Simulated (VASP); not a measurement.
# AlN (P6_3mc) in VASP: further runs, part 2 of 2

VASP 6.6.1. Earlier steps stand in the parts before.

## 5. Single point, PBE (uniaxial z strain +4.0%)

Contents of INCAR:

```
  ALGO = Normal
  EDIFF = 1E-7
  ENCUT = 520
  GGA = PE
  ISIF = 2
  ISMEAR = 0
  LASPH = T
  LCHARG = F
  LREAL = F
  LWAVE = F
  NBANDS = 16
  NELM = 80
  PREC = Accurate
  SIGMA = 0.01
```

Contents of KPOINTS:

```
k-points
0
Gamma
  6 6 4
```

Contents of POSCAR:

```
AlN
1.0
    3.1066937602      0.0000000000      0.0000000000
   -1.5533468801      2.6904757181      0.0000000000
    0.0000000000      0.0000000000      5.1777352140
Al N
2 2
Direct
    0.3333333333      0.6666666667     -0.0004591778
    0.6666666667      0.3333333333      0.4995408222
    0.3333333333      0.6666666667      0.3754591778
    0.6666666667      0.3333333333      0.8754591778
```

Potentials or basis: VASP PAW PBE potentials, release 64 (Al, N).

On the command line:

```
$ cat potpaw_PBE.64/Al/POTCAR potpaw_PBE.64/N/POTCAR > POTCAR
$ mpirun -np 1 vasp_std > vasp.out
```

OUTCAR:

```text
EDIFF = 1E-7
   ENCUT = 520
   GGA = PE
   ISIF = 2
   ISMEAR = 0
   LASPH = T
   LREAL = F
   NELM = 80
   PREC = Accurate

 ion  position               nearest neighbor table
   1  0.333  0.667  1.000-   4 1.91   4 1.91   4 1.91   3 1.95   2 3.15   2 3.15   2 3.15   2 3.15
                             2 3.15   2 3.15
   2  0.667  0.333  0.500-   3 1.91   3 1.91   3 1.91   4 1.95   1 3.15   1 3.15   1 3.15   1 3.15
                             1 3.15   1 3.15
   3  0.333  0.667  0.375-   2 1.91   2 1.91   2 1.91   1 1.95
   4  0.667  0.333  0.875-   1 1.91   1 1.91   1 1.91   2 1.95

  LATTYP: Found a hexagonal cell.
 ALAT       =     3.1066937602
 C/A-ratio  =     1.6666384310

  Lattice vectors:

 A1 = (   3.1066937602,   0.0000000000,   0.0000000000)
 A2 = (  -1.5533468801,   2.6904757181,   0.0000000000)
 A3 = (   0.0000000000,   0.0000000000,   5.1777352140)

Analysis of symmetry for initial positions (statically):
=====================================================================
 Subroutine PRICEL returns:
 Original cell was already a primitive cell.
[... 174 lines left out ...]

 val. band max:        5.7046411380   @ k =   0.0000   0.0000   0.0000
 cond. band min:       9.6407302869   @ k =   0.0000   0.0000   0.0000
 fundamental gap:      3.9360891489
 Fermi energy:         5.7913843998

 k-point     1 :       0.0000    0.0000    0.0000
  band No.  band energies     occupation
      1      -9.1564      2.00000
      2      -7.2730      2.00000
      3      -0.1612      2.00000
      4       5.1658      2.00000
      5       5.1658      2.00000
      6       5.5939      2.00000
[... 376 lines left out ...]
      3       1.1732      2.00000
      4       1.1732      2.00000
      5       2.0820      2.00000
      6       2.0820      2.00000
[... 8 lines left out ...]
     15      19.4613      0.00000
     16      19.4613      0.00000

------------------------ aborting loop because EDIFF is reached ----------------------------------------

  FORCE on cell =-STRESS in cart. coord.  units (eV):
  Direction    XX          YY          ZZ          XY          YZ          ZX
  --------------------------------------------------------------------------------------
  -------------------------------------------------------------------------------------
  Total        0.2336162      0.2336162     -2.8458999      0.0000000      0.0000000     -0.0000000
  in kB        8.6486067      8.6486067   -105.3568667      0.0000000      0.0000000     -0.0000000
  external PRESSURE =     -29.3532178 kB  Pullay stress =       0.0000000 kB

 VOLUME and BASIS-vectors are now :
 -----------------------------------------------------------------------------
  energy-cutoff  :      520.00
  volume of cell :       43.28
      direct lattice vectors                 reciprocal lattice vectors
     3.106693760  0.000000000  0.000000000     0.321885605  0.185840741  0.000000000
    -1.553346880  2.690475718  0.000000000     0.000000000  0.371681481  0.000000000
     0.000000000  0.000000000  5.177735214     0.000000000  0.000000000  0.193134635

 POSITION                                       TOTAL-FORCE (eV/Angst)
 -----------------------------------------------------------------------------------
     -0.00000      1.79365      5.17536        -0.000000      0.000000      0.021614
      1.55335      0.89683      2.58649         0.000000     -0.000000      0.021614
     -0.00000      1.79365      1.94403        -0.000000      0.000000     -0.021614
      1.55335      0.89683      4.53290         0.000000     -0.000000     -0.021614
 -----------------------------------------------------------------------------------
    total drift:                               -0.000000     -0.000000      0.000476

  FREE ENERGIE OF THE ION-ELECTRON SYSTEM (eV)
  ---------------------------------------------------
  free  energy   TOTEN  =       -29.7342892698 eV

  energy  without entropy=      -29.7342892698  energy(sigma->0) =      -29.73428927
```

OSZICAR:

```text
N       E                     dE             d eps       ncg     rms          rms(c)
DAV:   1     0.408084846644E+02    0.40808E+02   -0.73432E+03   672   0.896E+02
DAV:   2    -0.308125196606E+02   -0.71621E+02   -0.65547E+02   928   0.181E+02
DAV:   3    -0.343440606791E+02   -0.35315E+01   -0.35209E+01   872   0.428E+01
DAV:   4    -0.343669554372E+02   -0.22895E-01   -0.22893E-01   824   0.385E+00
DAV:   5    -0.343672525381E+02   -0.29710E-03   -0.29709E-03   872   0.446E-01    0.120E+01
DAV:   6    -0.297174554003E+02    0.46498E+01   -0.10831E+01   800   0.235E+01    0.409E+00
DAV:   7    -0.297471057710E+02   -0.29650E-01   -0.65894E-01   728   0.564E+00    0.290E+00
DAV:   8    -0.297391765096E+02    0.79293E-02   -0.66438E-02   736   0.234E+00    0.618E-01
DAV:   9    -0.297337357072E+02    0.54408E-02   -0.13165E-02   888   0.837E-01    0.255E-01
DAV:  10    -0.297343763526E+02   -0.64065E-03   -0.24185E-03   712   0.309E-01    0.141E-01
DAV:  11    -0.297342861089E+02    0.90244E-04   -0.19613E-04   832   0.107E-01    0.336E-02
DAV:  12    -0.297342895039E+02   -0.33950E-05   -0.11773E-05   760   0.272E-02    0.732E-03
DAV:  13    -0.297342892622E+02    0.24166E-06   -0.43600E-06   824   0.160E-02    0.397E-03
DAV:  14    -0.297342892698E+02   -0.76352E-08   -0.29322E-07   760   0.451E-03
   1 F= -.29734289E+02 E0= -.29734289E+02  d E =-.164413E-36
```

It took 5.4 s on 1 thread of Intel Xeon 6975P-C (Granite Rapids), shared host; peak memory 0.15 GiB.

What came out:

```yaml
Free_energy: -29.7343 eV
Pressure: -2.9 GPa
Largest_force: 0.022 eV/Å
Band_gap_on_the_k_mesh: 3.94 eV, direct
```

Forces in eV/Å, atoms in the order of the input:
```
Al   0.000  0.000  0.022
Al   0.000  0.000  0.022
N    0.000  0.000 -0.022
N    0.000  0.000 -0.022
```

Caveat: the cell differs from its parent crystal (uniaxial z strain +4.0%).

## 6. The runs side by side

| cell | gap on the mesh (eV) | pressure (GPa) | largest force (eV/Å) |
| --- | --- | --- | --- |
| a = 3.107, b = 3.107, c = 5.028 Å, angles 90.0, 90.0, 120.0°, 4 atoms | 4.20 | 2.4 | - |
| a = 3.107, b = 3.107, c = 5.078 Å, angles 90.0, 90.0, 120.0°, 4 atoms | 4.16 | 0.6 | - |
| a = 3.107, b = 3.107, c = 5.128 Å, angles 90.0, 90.0, 120.0°, 4 atoms | 4.07 | -1.2 | 0.01 |
| a = 3.107, b = 3.107, c = 5.178 Å, angles 90.0, 90.0, 120.0°, 4 atoms | 3.94 | -2.9 | 0.02 |

Alike in all rows: task single point; level PBE; potentials or basis VASP PAW PBE potentials, release 64 (Al, N); no spin polarisation; k mesh 6 × 6 × 4; cutoff (eV) 520; smearing gaussian 0.01 eV.

Absolute energies hang on the potentials; compare differences alone.
